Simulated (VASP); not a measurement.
# HC12 in VASP: relaxation of the atoms with PBE

Aim: the relaxation of the atoms of HC12 with PBE.

All numbers are computed with VASP 6.6.1; they aren't measurements. Logs are shortened: lines on timing, memory, paths and dates and some standing lists are left out, and cuts for length are marked.

### Step 1. The cell of the first run

The cell holds a wire or tube with vacuum around it, 13 atoms: a = 4.933 Å, b = 8.872 Å, c = 20.291 Å, α = 90.00°, β = 90.00°, γ = 97.99°.

### Step 2. Relaxation of the atoms, PBE

Contents of INCAR:

```
SYSTEM = HC12
PREC = Accurate ; ENCUT = 520
EDIFF = 1E-7 ; ISMEAR = 0
SIGMA = 0.1 ; LREAL = .FALSE.
LASPH = .TRUE. ; NELM = 120
ALGO = Normal ; ISIF = 2
LWAVE = .FALSE. ; LCHARG = .FALSE.
LDIPOL = .TRUE. ; IDIPOL = 3
DIPOL = 0.5 0.5 0.329 ; GGA = PE
IBRION = 2 ; NSW = 36
EDIFFG = -0.025 ; GGA_COMPAT = .FALSE.
NELMIN = 4 ; NELMDL = -8
KPAR = 4
```

Contents of KPOINTS:

```
Automatic mesh
0
G
  6 3 1
  0 0 0
```

Contents of POSCAR:

```
HC12
1.0
    4.9326910638      0.0000000000      0.0000000000
   -1.2331727659      8.7858796652      0.0000000000
    0.0000000000      0.0000000000     20.2907143276
C H
12 1
Selective dynamics
Direct
    0.0197005045      0.0788020181      0.1971345087  F F F
    0.5197005045      0.0788020181      0.1971345087  F F F
    0.2746256306      0.0985025226      0.2311704171  F F F
    0.7746256306      0.0985025226      0.2311704171  F F F
    0.2844758829      0.1379035317      0.2992422339  F F F
    0.7844758829      0.1379035317      0.2992422339  F F F
    0.0392966974      0.1571967136      0.3324023517  F F F
    0.5392966974      0.1571967136      0.3324023517  F F F
    0.0496769426      0.1987212268      0.4035397394  F F F
    0.5496769426      0.1987212268      0.4035397394  F F F
    0.3040736089      0.2163107297      0.4332382875  F F F
    0.8040736089      0.2163107297      0.4332382875  F F F
    0.3040736089      0.2163107297      0.4864646049  F F T
```

Potentials or basis: VASP PAW PBE potentials, release 64 (C, H).

On the command line:

```sh
$ cat potpaw_PBE.64/C/POTCAR potpaw_PBE.64/H/POTCAR > POTCAR
$ mpirun -np 4 vasp_std > vasp.out
```

OUTCAR:

```text
SYSTEM = HC12
   PREC = Accurate
   ENCUT = 520
   EDIFF = 1E-7
   ISMEAR = 0
   LREAL = .FALSE.
   LASPH = .TRUE.
   NELM = 120
   ISIF = 2
   GGA = PE
   IBRION = 2
   NSW = 36
   EDIFFG = -0.025
   NELMIN = 4
   NELMDL = -8

 ion  position               nearest neighbor table
   1  0.020  0.079  0.197-   3 1.42   4 1.42
   2  0.520  0.079  0.197-   4 1.42   3 1.42
   3  0.275  0.099  0.231-   1 1.42   2 1.42   5 1.42
   4  0.775  0.099  0.231-   2 1.42   1 1.42   6 1.42
   5  0.284  0.138  0.299-   8 1.41   7 1.41   3 1.42
   6  0.784  0.138  0.299-   7 1.41   8 1.41   4 1.42
   7  0.039  0.157  0.332-   6 1.41   5 1.41   9 1.49
   8  0.539  0.157  0.332-   5 1.41   6 1.41  10 1.49
   9  0.050  0.199  0.404-  11 1.38  12 1.38   7 1.49
  10  0.550  0.199  0.404-  12 1.38  11 1.38   8 1.49
  11  0.304  0.216  0.433-  13 1.08   9 1.38  10 1.38
  12  0.804  0.216  0.433-  10 1.38   9 1.38
  13  0.304  0.216  0.486-  11 1.08

  LATTYP: Found a simple monoclinic cell.
 ALAT       =     4.9326910638
 B/A-ratio  =     4.1135181720
 C/A-ratio  =     1.7986126829
 COS(beta)  =    -0.1389960175

  Lattice vectors:

 A1 = (   4.9326910638,   0.0000000000,   0.0000000000)
 A2 = (   0.0000000000,   0.0000000000, -20.2907143276)
 A3 = (  -1.2331727659,   8.7858796652,   0.0000000000)

Analysis of symmetry for initial positions (statically):
=====================================================================
 Subroutine PRICEL returns:
 Original cell was already a primitive cell.

 Routine SETGRP: Setting up the symmetry group for a
 simple monoclinic supercell.

 Subroutine GETGRP returns: Found  1 space group operations
 (whereof  1 operations were pure point group operations)
 out of a pool of  4 trial point group operations.

The static configuration has the point symmetry C_1 .

Analysis of symmetry for dynamics (positions and initial velocities):
=====================================================================
 Subroutine PRICEL returns:
 Original cell was already a primitive cell.

 Routine SETGRP: Setting up the symmetry group for a
 simple monoclinic supercell.

 Subroutine GETGRP returns: Found  1 space group operations
 (whereof  1 operations were pure point group operations)
 out of a pool of  4 trial point group operations.

The dynamic configuration has the point symmetry C_1 .

Analysis of constrained symmetry for selective dynamics:
=====================================================================
 Subroutine PRICEL returns:
 Original cell was already a primitive cell.

 Routine SETGRP: Setting up the symmetry group for a
 simple monoclinic supercell.

 Subroutine GETGRP returns: Found  1 space group operations
 (whereof  1 operations were pure point group operations)
 out of a pool of  4 trial point group operations.

The constrained configuration has the point symmetry C_1 .

 Subroutine INISYM returns: Found  1 space group operations
 (whereof  1 operations are pure point group operations),
 and found     1 'primitive' translations

----------------------------------------------------------------------------------------

                                     Primitive cell

  volume of cell :     879.3596

  direct lattice vectors                    reciprocal lattice vectors
     4.932691064  0.000000000  0.000000000     0.202729096  0.028454749  0.000000000
    -1.233172766  8.785879665  0.000000000     0.000000000  0.113818996  0.000000000
     0.000000000  0.000000000 20.290714328     0.000000000  0.000000000  0.049283627

  length of vectors
     4.932691064  8.872000708 20.290714328     0.204716289  0.113818996  0.049283627

  position of ions in fractional coordinates (direct lattice)
     0.019700505  0.078802018  0.197134509
     0.519700505  0.078802018  0.197134509
     0.274625631  0.098502523  0.231170417
     0.774625631  0.098502523  0.231170417
     0.284475883  0.137903532  0.299242234
     0.784475883  0.137903532  0.299242234
     0.039296697  0.157196714  0.332402352
     0.539296697  0.157196714  0.332402352
     0.049676943  0.198721227  0.403539739
     0.549676943  0.198721227  0.403539739
     0.304073609  0.216310730  0.433238287
     0.804073609  0.216310730  0.433238287
     0.304073609  0.216310730  0.486464605

  ion indices of the primitive-cell ions
   primitive index   ion index
                 1           1
                 2           2
                 3           3
                 4           4
                 5           5
                 6           6
                 7           7
                 8           8
                 9           9
                10          10
                11          11
                12          12
                13          13

----------------------------------------------------------------------------------------

 KPOINTS: Automatic mesh

Automatic generation of k-mesh.
 Grid dimensions read from file:
 generate k-points for:    6    3    1

 Generating k-lattice:

  Cartesian coordinates                     Fractional coordinates (reciprocal lattice)
     0.033788183  0.004742458  0.000000000     0.166666667  0.000000000  0.000000000
     0.000000000  0.037939665  0.000000000     0.000000000  0.333333333  0.000000000
     0.000000000  0.000000000  0.049283627     0.000000000  0.000000000  1.000000000

  Length of vectors
     0.034119382  0.037939665  0.049283627

  Shift w.r.t. Gamma in fractional coordinates (k-lattice)
     0.000000000  0.000000000  0.000000000

 Subroutine IBZKPT returns following result:
 ===========================================

 Found     10 irreducible k-points:

 Following reciprocal coordinates:
            Coordinates               Weight
  0.000000  0.000000  0.000000      1.000000
  0.166667 -0.000000  0.000000      2.000000
  0.333333 -0.000000  0.000000      2.000000
  0.500000 -0.000000  0.000000      1.000000
  0.000000  0.333333  0.000000      2.000000
  0.166667  0.333333  0.000000      2.000000
  0.333333  0.333333  0.000000      2.000000
  0.500000  0.333333  0.000000      2.000000
 -0.333333  0.333333  0.000000      2.000000
 -0.166667  0.333333  0.000000      2.000000
   k-points           NKPTS =     10   k-points in BZ     NKDIM =     10   number of bands    NBANDS=     31
   number of dos      NEDOS =    301   number of ions     NIONS =     13
   total plane-waves  NPLWV = 448000
   dimension x,y,z NGX =    40 NGY =   70 NGZ =  160
   dimension x,y,z NGXF=    80 NGYF=  140 NGZF=  320
   ions per type =              12   1
   NGX,Y,Z   is equivalent  to a cutoff of  13.48, 13.12, 13.11 a.u.
   NGXF,Y,Z  is equivalent  to a cutoff of  26.96, 26.23, 26.22 a.u.
 SYSTEM =  HC12
   PREC   = accura    normal or accurate (medium, high low for compatibility)
   ISTART =      0    job   : 0-new  1-cont  2-samecut
   ICHARG =      2    charge: 1-file 2-atom 10-const
   ISPIN  =      1    spin polarized calculation?
   LNONCOLLINEAR =      F non collinear calculations
   LSORBIT =      F    spin-orbit coupling
   LASPH  =      T    aspherical Exc in radial PAW
   ENCUT  =  520.0 eV  38.22 Ry    6.18 a.u.   9.17 16.50 37.73*2*pi/ulx,y,z
   NELM   =    120;   NELMIN=  4; NELMDL= -8     # of ELM steps
   EDIFF  = 0.1E-06   stopping-criterion for ELM
   LREAL  =      F    real-space projection
   EDIFFG = -.3E-01   stopping-criterion for IOM
   NSW    =     36    number of steps for IOM
   IBRION =      2    ionic relax: 0-MD 1-quasi-New 2-CG
   NFREE  =      1    steps in history (QN), initial steepest desc. (CG)
   ISIF   =      2    stress and relaxation
   ISYM   =      2    0-nonsym 1-usesym 2-fastsym
   POTIM  = 0.5000    time-step for ionic-motion
   TEBEG  =    0.0;   TEEND  =   0.0 temperature during run
   PSTRESS=    0.0 pullay stress
   NELECT =      49.0000    total number of electrons
   NUPDOWN=      -1.0000    fix difference up-down
   EMIN   =  10.00;   EMAX   =-10.00  energy-range for DOS
   EFERMI =   0.00;   METHOD = LEGACY
   ISMEAR =     0;   SIGMA  =   0.10  broadening in eV -4-tet -1-fermi 0-gaus
   EFERMI_NEDOS =   21; number of points for ismear=-14 and -15
   IALGO  =     38    algorithm
   IMIX   =      4    mixing-type and parameters
     AMIX     =   0.40;   BMIX     =  1.00
     AMIX_MAG =   1.60;   BMIX_MAG =  1.00
  volume/ion in A,a.u.               =      67.64       456.48
  Fermi-wavevector in a.u.,A,eV,Ry     =   0.625295  1.181635  5.319788  0.390993
  Thomas-Fermi vector in A             =   1.686150
   LORBIT       =      0    0 simple, 1 ext, 2 COOP (PROOUT), +10 PAW based schemes
   GGA     = PE    functional components
   LHFCALC =     F    Hartree Fock is set to
   AEXX    =    0.0000 exact exchange contribution
   IVDW    =     0    specifies the selected vdW correction
   LEPSILON=     F    determine dielectric tensor
   LRPA    =     F    only Hartree local field effects (RPA)
 conjugate gradient relaxation of ions
 non-spin polarized calculation
 Gauss-broadening in eV      SIGMA  =   0.10
  energy-cutoff  :      520.00
  volume of cell :      879.36
 maximum number of plane-waves:     23724
 NGX is ok and might be reduce to    40
   NGX = 19   NGY = 33   NGZ = 75

 dipolmoment           0.000000      0.000000      0.079626 electrons x Angstroem

--------------------------------------- Ionic step        1  -------------------------------------------

 number of electron      49.0000000 magnetization

 Free energy of the ion-electron system (eV)
  ---------------------------------------------------
  ext. energy  EPLUGINS =         0.00000000
  ---------------------------------------------------
  free energy    TOTEN  =      -104.07434129 eV

  energy without entropy =     -104.03885833  energy(sigma->0) =     -104.05659981

------------------------ aborting loop because EDIFF is reached ----------------------------------------

  FORCE on cell =-STRESS in cart. coord.  units (eV):
  Direction    XX          YY          ZZ          XY          YZ          ZX
  --------------------------------------------------------------------------------------
  -------------------------------------------------------------------------------------
  Total        0.2058994     -0.0065079      4.1038901      0.0002079      0.9540932      0.0009542
  in kB        0.3751449     -0.0118572      7.4772139      0.0003787      1.7383407      0.0017385
  external PRESSURE =       2.6135005 kB  Pullay stress =       0.0000000 kB
[... 79 lines left out ...]
  energy  without entropy=     -104.0407606717  energy(sigma->0) =     -104.05846133

--------------------------------------- Ionic step        3  -------------------------------------------

 number of electron      49.0000001 magnetization

 dipolmoment           0.000000      0.000000     -0.271355 electrons x Angstroem

 Free energy of the ion-electron system (eV)
  ---------------------------------------------------
  ext. energy  EPLUGINS =         0.00000000
  ---------------------------------------------------
  free energy    TOTEN  =      -104.07731000 eV

  energy without entropy =     -104.04187986  energy(sigma->0) =     -104.05959493

 E-fermi :  -4.2282     XC(G=0):  -2.0369

 val. band max:       -4.2395338402   @ k =   0.5000   0.3333   0.0000
 cond. band min:      -4.0960331380   @ k =   0.0000   0.0000   0.0000
 fundamental gap:      0.1435007022
 Fermi energy:        -4.2282267984

 k-point     1 :       0.0000    0.0000    0.0000
  band No.  band energies     occupation
      1     -22.9565      2.00000
      2     -21.3673      2.00000
      3     -19.0645      2.00000
      4     -18.7846      2.00000
      5     -18.7335      2.00000
      6     -17.2855      2.00000
[... 329 lines left out ...]
     30      -0.1540      0.00000
     31       0.1796      0.00000

------------------------ aborting loop because EDIFF is reached ----------------------------------------

 vacuum level on the upper side and lower side of the slab       (xc-potential included)        -0.558         0.541

  FORCE on cell =-STRESS in cart. coord.  units (eV):
  Direction    XX          YY          ZZ          XY          YZ          ZX
  --------------------------------------------------------------------------------------
  -------------------------------------------------------------------------------------
  Total        0.2178472     -0.0065703      3.5938649      0.0002111      0.9482147      0.0009593
  in kB        0.3969136     -0.0119709      6.5479571      0.0003847      1.7276301      0.0017478
  external PRESSURE =       2.3109666 kB  Pullay stress =       0.0000000 kB

 VOLUME and BASIS-vectors are now :
 -----------------------------------------------------------------------------
  energy-cutoff  :      520.00
  volume of cell :      879.36
      direct lattice vectors                 reciprocal lattice vectors
     4.932691064  0.000000000  0.000000000     0.202729096  0.028454749  0.000000000
    -1.233172766  8.785879665  0.000000000     0.000000000  0.113818996  0.000000000
     0.000000000  0.000000000 20.290714328     0.000000000  0.000000000  0.049283627
[... 19 lines left out ...]
  FREE ENERGIE OF THE ION-ELECTRON SYSTEM (eV)
  ---------------------------------------------------
  free  energy   TOTEN  =      -104.0773100013 eV

  energy  without entropy=     -104.0418798631  energy(sigma->0) =     -104.05959493

 reached required accuracy - stopping structural energy minimisation

 vacuum level on the upper side and lower side of the slab         0.737         1.863
```

Run time: 5.4 min. Hardware: 4 MPI ranks of Intel Xeon 6975P-C (Granite Rapids), shared host; peak memory 1.1 GiB.

What came out:

```
Free energy               : -104.0773 eV
Energy gained by relaxing : 0.2 meV/atom
Ionic steps               : 3
Band gap on the k mesh    : zero (an odd number of electrons rules out a gap without spin polarisation)
```

Step by step:
```
step  energy change (eV)  largest force on free atoms (eV/Å)  pressure (GPa)
   1              0.0000                              0.4515            0.26
   2             -0.0018                              0.2692            0.21
   3             -0.0030                              0.0003            0.23
```

Final structure:
```cif
data_structure
_symmetry_space_group_name_H-M 'P 1'
_symmetry_Int_Tables_number 1
_cell_length_a 4.9327
_cell_length_b 8.8720
_cell_length_c 20.2907
_cell_angle_alpha 90.000
_cell_angle_beta 90.000
_cell_angle_gamma 97.990
_cell_volume 879.36
loop_
_atom_site_label
_atom_site_type_symbol
_atom_site_fract_x
_atom_site_fract_y
_atom_site_fract_z
_atom_site_occupancy
C1 C 0.01970 0.07880 0.19713 1
C2 C 0.51970 0.07880 0.19713 1
C3 C 0.27463 0.09850 0.23117 1
C4 C 0.77463 0.09850 0.23117 1
C5 C 0.28448 0.13790 0.29924 1
C6 C 0.78448 0.13790 0.29924 1
C7 C 0.03930 0.15720 0.33240 1
C8 C 0.53930 0.15720 0.33240 1
C9 C 0.04968 0.19872 0.40354 1
C10 C 0.54968 0.19872 0.40354 1
C11 C 0.30407 0.21631 0.43324 1
C12 C 0.80407 0.21631 0.43324 1
H1 H 0.30407 0.21631 0.48712 1
```

Levels at points of the mesh, in eV from the Fermi level:
```csv
k point,band 22,band 23,band 24,band 25,band 26,band 27
"(0.00, 0.00, 0.00)",-2.11,-0.45,-0.31,0.13,0.33,0.92
"(0.50, 0.00, 0.00)",-1.81,-1.68,-0.13,-0.05,-0.01,2.70
```

The gap in the log of VASP goes by the Fermi energy; the results here count the filled bands.